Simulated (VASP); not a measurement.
# Hf (P-1) in VASP: electric field gradients with PBEsol

Aim: the electric field gradients of Hf with PBEsol.

All numbers are computed with VASP 6.6.1; they aren't measurements. Logs are shortened: lines on timing, memory, paths and dates and some standing lists are left out, and cuts for length are marked.

### Step 1. The cell of the first run

The typed cell holds 2 atoms: a = 3.197 Å, b = 3.155 Å, c = 5.059 Å, α = 89.36°, β = 88.27°, γ = 118.70°.

### Step 2. Electric field gradients, PBEsol (equal xy, yz and zx shear strains of +3 %)

INCAR

```
  PREC = Accurate
  ENCUT = 520
  EDIFF = 1E-8
  ISMEAR = -1
  SIGMA = 0.05
  LREAL = False
  LASPH = True
  NELM = 100
  ALGO = Normal
  ISIF = 2
  LWAVE = False
  LCHARG = False
  GGA = PS
  LEFG = True
  NBANDS = 17
```

KPOINTS

```
regular mesh
0
Gamma
  13 13 7
```

POSCAR

```
Hf
1.0
    3.1966985242      0.0479504779      0.0479504779
   -1.5568229302      2.7444468913      0.0175510930
    0.0758670000      0.0758670000      5.0578000000
Hf
2
Direct
    0.3333333333      0.6666666667      0.2500000000
    0.6666666667      0.3333333333      0.7500000000
```

Potentials or basis: VASP PAW PBE potentials, release 64 (Hf_pv).

On the command line:

```
> cat potpaw_PBE.64/Hf_pv/POTCAR > POTCAR
> mpirun -np 1 vasp_std > vasp.out
```

OUTCAR:

```text
PREC = Accurate
   ENCUT = 520
   EDIFF = 1E-8
   ISMEAR = -1
   LREAL = False
   LASPH = True
   NELM = 100
   ISIF = 2
   GGA = PS

 ion  position               nearest neighbor table
   1  0.333  0.667  0.250-   2 3.08   2 3.09   2 3.10   2 3.13   2 3.18   2 3.21
   2  0.667  0.333  0.750-   1 3.08   1 3.09   1 3.10   1 3.13   1 3.18   1 3.21

  LATTYP: Found a triclinic cell.
 ALAT       =     3.2389759936
 B/A-ratio  =     2.2807147960
 C/A-ratio  =     0.9871693112
 COS(alpha) =     0.0019595915
 COS(beta)  =     0.5194127995
 COS(gamma) =     0.6241990493

  Lattice vectors:

 A1 = (  -1.6398755940,  -2.7923973692,  -0.0655015709)
 A2 = (  -0.0071856638,  -5.4609772605,   4.9747473361)
 A3 = (  -3.1966985242,  -0.0479504779,  -0.0479504779)

Analysis of symmetry for initial positions (statically):
=====================================================================
 Subroutine PRICEL returns:
 Original cell was already a primitive cell.

 Routine SETGRP: Setting up the symmetry group for a
 triclinic supercell.

 Subroutine GETGRP returns: Found  2 space group operations
 (whereof  2 operations were pure point group operations)
 out of a pool of  2 trial point group operations.

The static configuration has the point symmetry S_2 .

Analysis of symmetry for dynamics (positions and initial velocities):
=====================================================================
 Subroutine PRICEL returns:
 Original cell was already a primitive cell.

 Routine SETGRP: Setting up the symmetry group for a
 triclinic supercell.

 Subroutine GETGRP returns: Found  2 space group operations
 (whereof  2 operations were pure point group operations)
 out of a pool of  2 trial point group operations.

The dynamic configuration has the point symmetry S_2 .

 Subroutine INISYM returns: Found  2 space group operations
 (whereof  2 operations are pure point group operations),
 and found     1 'primitive' translations

----------------------------------------------------------------------------------------

                                     Primitive cell

  volume of cell :      44.7307

  direct lattice vectors                    reciprocal lattice vectors
     3.196698524  0.047950478  0.047950478     0.310291222  0.176063356 -0.007295319
    -1.556822930  2.744446891  0.017551093    -0.005340544  0.361376806 -0.005340544
     0.075867000  0.075867000  5.057800000    -0.002923184 -0.002923184  0.197802117

  length of vectors
     3.197417700  3.155312095  5.058937877     0.356836334  0.361455721  0.197845312

  position of ions in fractional coordinates (direct lattice)
     0.333333333  0.666666667  0.250000000
     0.666666667  0.333333333  0.750000000

  ion indices of the primitive-cell ions
   primitive index   ion index
                 1           1
                 2           2

----------------------------------------------------------------------------------------

 KPOINTS: regular mesh

Automatic generation of k-mesh.
 Grid dimensions read from file:
 generate k-points for:   13   13    7

 Generating k-lattice:

  Cartesian coordinates                     Fractional coordinates (reciprocal lattice)
     0.023868556  0.013543335 -0.000561178     0.076923077  0.000000000 -0.000000000
    -0.000410811  0.027798216 -0.000410811     0.000000000  0.076923077  0.000000000
    -0.000417598 -0.000417598  0.028257445    -0.000000000  0.000000000  0.142857143

  Length of vectors
     0.027448949  0.027804286  0.028263616

  Shift w.r.t. Gamma in fractional coordinates (k-lattice)
     0.000000000  0.000000000  0.000000000

 Subroutine IBZKPT returns following result:
 ===========================================

 Found    592 irreducible k-points:

 Following reciprocal coordinates:
            Coordinates               Weight
  0.000000  0.000000  0.000000      1.000000
  0.076923  0.000000  0.000000      2.000000
  0.153846 -0.000000  0.000000      2.000000
  0.230769 -0.000000  0.000000      2.000000
  0.307692 -0.000000  0.000000      2.000000
  0.384615  0.000000  0.000000      2.000000
[... 16 lines left out ...]
  0.153846  0.153846  0.000000      2.000000
  0.230769  0.153846  0.000000      2.000000
 [... further k-points ...]
   k-points           NKPTS =    592   k-points in BZ     NKDIM =    592   number of bands    NBANDS=     17
   number of dos      NEDOS =    301   number of ions     NIONS =      2
   total plane-waves  NPLWV =  23040
   dimension x,y,z NGX =    24 NGY =   24 NGZ =   40
   dimension x,y,z NGXF=    48 NGYF=   48 NGZF=   80
   ions per type =               2
   NGX,Y,Z   is equivalent  to a cutoff of  12.48, 12.65, 13.14 a.u.
   NGXF,Y,Z  is equivalent  to a cutoff of  24.96, 25.29, 26.29 a.u.
 SYSTEM =  unknown system
   PREC   = accura    normal or accurate (medium, high low for compatibility)
   ISTART =      0    job   : 0-new  1-cont  2-samecut
   ICHARG =      2    charge: 1-file 2-atom 10-const
   ISPIN  =      1    spin polarized calculation?
   LNONCOLLINEAR =      F non collinear calculations
   LSORBIT =      F    spin-orbit coupling
   LASPH  =      T    aspherical Exc in radial PAW
   ENCUT  =  520.0 eV  38.22 Ry    6.18 a.u.   5.95  5.87  9.41*2*pi/ulx,y,z
   NELM   =    100;   NELMIN=  2; NELMDL= -5     # of ELM steps
   EDIFF  = 0.1E-07   stopping-criterion for ELM
   LREAL  =      F    real-space projection
   EDIFFG = 0.1E-06   stopping-criterion for IOM
   NSW    =      0    number of steps for IOM
   IBRION =     -1    ionic relax: 0-MD 1-quasi-New 2-CG
   NFREE  =      0    steps in history (QN), initial steepest desc. (CG)
   ISIF   =      2    stress and relaxation
   ISYM   =      2    0-nonsym 1-usesym 2-fastsym
   POTIM  = 0.5000    time-step for ionic-motion
   TEBEG  =    0.0;   TEEND  =   0.0 temperature during run
   PSTRESS=    0.0 pullay stress
   NELECT =      20.0000    total number of electrons
   NUPDOWN=      -1.0000    fix difference up-down
   EMIN   =  10.00;   EMAX   =-10.00  energy-range for DOS
   EFERMI =   0.00;   METHOD = LEGACY
   ISMEAR =    -1;   SIGMA  =   0.05  broadening in eV -4-tet -1-fermi 0-gaus
   EFERMI_NEDOS =   21; number of points for ismear=-14 and -15
   IALGO  =     38    algorithm
   IMIX   =      4    mixing-type and parameters
     AMIX     =   0.40;   BMIX     =  1.00
     AMIX_MAG =   1.60;   BMIX_MAG =  1.00
  volume/ion in A,a.u.               =      22.37       150.93
  Fermi-wavevector in a.u.,A,eV,Ry     =   1.251843  2.365639 21.321824  1.567110
  Thomas-Fermi vector in A             =   2.385771
   LORBIT       =      0    0 simple, 1 ext, 2 COOP (PROOUT), +10 PAW based schemes
   GGA     = PS    functional components
   LHFCALC =     F    Hartree Fock is set to
   AEXX    =    0.0000 exact exchange contribution
   IVDW    =     0    specifies the selected vdW correction
   LEPSILON=     F    determine dielectric tensor
   LRPA    =     F    only Hartree local field effects (RPA)
 non-spin polarized calculation
  energy-cutoff  :      520.00
  volume of cell :       44.73
 maximum number of plane-waves:      1222
   NGX = 11   NGY = 11   NGZ = 19

 number of electron      20.0000000 magnetization

 Free energy of the ion-electron system (eV)
  ---------------------------------------------------
  ext. energy  EPLUGINS =         0.00000000
  ---------------------------------------------------
  free energy    TOTEN  =       -20.97126561 eV

  energy without entropy =      -20.95749119  energy(sigma->0) =      -20.96437840

 E-fermi :   4.7497     XC(G=0): -11.3916

 val. band max:        4.7496050153   @ k =  -0.3077  -0.2308   0.2857
 cond. band min:       4.7519303050   @ k =   0.3846   0.3846   0.4286
 fundamental gap:      0.0023252897
 Fermi energy:         4.7496934588

 k-point     1 :       0.0000    0.0000    0.0000
  band No.  band energies     occupation
      1     -26.2739      2.00000
      2     -25.5342      2.00000
      3     -25.5047      2.00000
      4     -25.4189      2.00000
      5     -25.3796      2.00000
      6     -25.3752      2.00000
[... 9 lines left out ...]
     16       7.4686      0.00000
     17       9.9588      0.00000

 k-point     2 :       0.0769    0.0000    0.0000
  band No.  band energies     occupation
      1     -26.2589      2.00000
      2     -25.5646      2.00000
      3     -25.5156      2.00000
      4     -25.4460      2.00000
      5     -25.3922      2.00000
      6     -25.3793      2.00000
[... 9 lines left out ...]
     16       7.3189      0.00000
     17      10.2774      0.00000

 k-point     3 :       0.1538   -0.0000    0.0000
  band No.  band energies     occupation
      1     -26.2158      2.00000
      2     -25.6509      2.00000
      3     -25.5430      2.00000
      4     -25.5315      2.00000
      5     -25.4179      2.00000
      6     -25.3906      2.00000
[... 9 lines left out ...]
     16       7.5761      0.00000
     17      10.5723      0.00000

 k-point     4 :       0.2308   -0.0000    0.0000
  band No.  band energies     occupation
      1     -26.1498      2.00000
      2     -25.7732      2.00000
      3     -25.6523      2.00000
      4     -25.5792      2.00000
      5     -25.4548      2.00000
      6     -25.4074      2.00000
[... 9 lines left out ...]
     16       8.2719      0.00000
     17      10.8618      0.00000
[... 343 lines left out ...]
      1     -26.1737      2.00000
      2     -25.7024      2.00000
      3     -25.6361      2.00000
      4     -25.5509      2.00000
      5     -25.4450      2.00000
      6     -25.4227      2.00000
[... 9 lines left out ...]
     16       8.0452      0.00000
     17      10.6359      0.00000

 k-point    23 :       0.1538    0.1538    0.0000
  band No.  band energies     occupation
      1     -26.1115      2.00000
      2     -25.7715      2.00000
      3     -25.7489      2.00000
      4     -25.5895      2.00000
      5     -25.4767      2.00000
      6     -25.4652      2.00000
[... 9 lines left out ...]
     16       8.9047      0.00000
     17      10.7169      0.00000

 k-point    24 :       0.2308    0.1538    0.0000
  band No.  band energies     occupation
      1     -26.0349      2.00000
      2     -25.8790      2.00000
      3     -25.8192      2.00000
      4     -25.6494      2.00000
      5     -25.5224      2.00000
      6     -25.5054      2.00000
[... 9 lines left out ...]
     16       9.8955      0.00000
     17      10.7898      0.00000

 [... further k-points ...]

------------------------ aborting loop because EDIFF is reached ----------------------------------------

  FORCE on cell =-STRESS in cart. coord.  units (eV):
  Direction    XX          YY          ZZ          XY          YZ          ZX
  --------------------------------------------------------------------------------------
  -------------------------------------------------------------------------------------
  Total       -1.1208378     -1.0962501     -1.1839731     -0.5189056     -0.3793981     -0.3797987
  in kB      -40.1465291    -39.2658412    -42.4079309    -18.5863300    -13.5894050    -13.6037521
  external PRESSURE =     -40.6067671 kB  Pullay stress =       0.0000000 kB

 VOLUME and BASIS-vectors are now :
 -----------------------------------------------------------------------------
  energy-cutoff  :      520.00
  volume of cell :       44.73
      direct lattice vectors                 reciprocal lattice vectors
     3.196698524  0.047950478  0.047950478     0.310291222  0.176063356 -0.007295319
    -1.556822930  2.744446891  0.017551093    -0.005340544  0.361376806 -0.005340544
     0.075867000  0.075867000  5.057800000    -0.002923184 -0.002923184  0.197802117

 POSITION                                       TOTAL-FORCE (eV/Angst)
 -----------------------------------------------------------------------------------
      0.04665      1.86458      1.29213        -0.063255      0.000805      0.014110
      1.66909      1.00368      3.83117         0.063255     -0.000805     -0.014110
 -----------------------------------------------------------------------------------
    total drift:                               -0.000000      0.000000     -0.000000

  FREE ENERGIE OF THE ION-ELECTRON SYSTEM (eV)
  ---------------------------------------------------
  free  energy   TOTEN  =       -20.9712656084 eV

  energy  without entropy=      -20.9574911890  energy(sigma->0) =      -20.96437840

 Electric field gradients (V/A^2)
---------------------------------------------------------------------
 ion       V_xx      V_yy      V_zz      V_xy      V_xz      V_yz
---------------------------------------------------------------------
   1     -42.104   -41.103    83.206    -7.928   -12.274   -12.232
   2     -42.104   -41.103    83.206    -7.928   -12.274   -12.232
---------------------------------------------------------------------

 Electric field gradients after diagonalization (V/A^2)
 (convention: |V_zz| > |V_xx| > |V_yy|)
----------------------------------------------------------------------
 ion       V_xx      V_yy      V_zz     asymmetry (V_yy - V_xx)/ V_zz
----------------------------------------------------------------------
   1     -51.770   -33.661    85.431       0.212
   2     -51.770   -33.661    85.431       0.212
----------------------------------------------------------------------

           NMR quadrupolar parameters

 Cq : quadrupolar parameter    Cq=e*Q*V_zz/h
 eta: asymmetry parameters     (V_yy - V_xx)/ V_zz
 Q  : nuclear electric quadrupole moment in mb (millibarn)
----------------------------------------------------------------------
 ion       Cq(MHz)       eta       Q (mb)
----------------------------------------------------------------------
   1       0.207       0.212       1.000
   2       0.207       0.212       1.000
----------------------------------------------------------------------
```

Run time: 4.8 min. Hardware: 1 thread of Intel Xeon Platinum 8375C at 2.90GHz (Ice Lake), shared host; peak memory 0.46 GiB.

What came out:

```
Free energy                             : -20.9713 eV
Pressure                                : -4.1 GPa
Largest force                           : 0.065 eV/Å
Band gap on the k mesh                  : zero (bands 10 and 11 overlap by 1.39 eV)
Largest electric field gradient by atom : Hf +85.4 V/Å²
```

Forces on the atoms (eV/Å):
```
Hf  -0.063  0.001  0.014
Hf   0.063 -0.001 -0.014
```

Electric field gradients, principal values (V/Å²):
```csv
atom,least,middle,greatest (by size)
1 Hf,-33.661,-51.770,85.431
2 Hf,-33.661,-51.770,85.431
```

Caveat: the cell differs from its parent crystal (equal xy, yz and zx shear strains of +3 %); the cell stands under tension; without QUAD_EFG the Cq values of the log hold for a quadrupole moment of 1 mb, not for the nuclei; the PAW data sets were made with another functional, which shifts forces and pressure a little; spin-orbit coupling is left out, which moves the levels of the heavy elements.
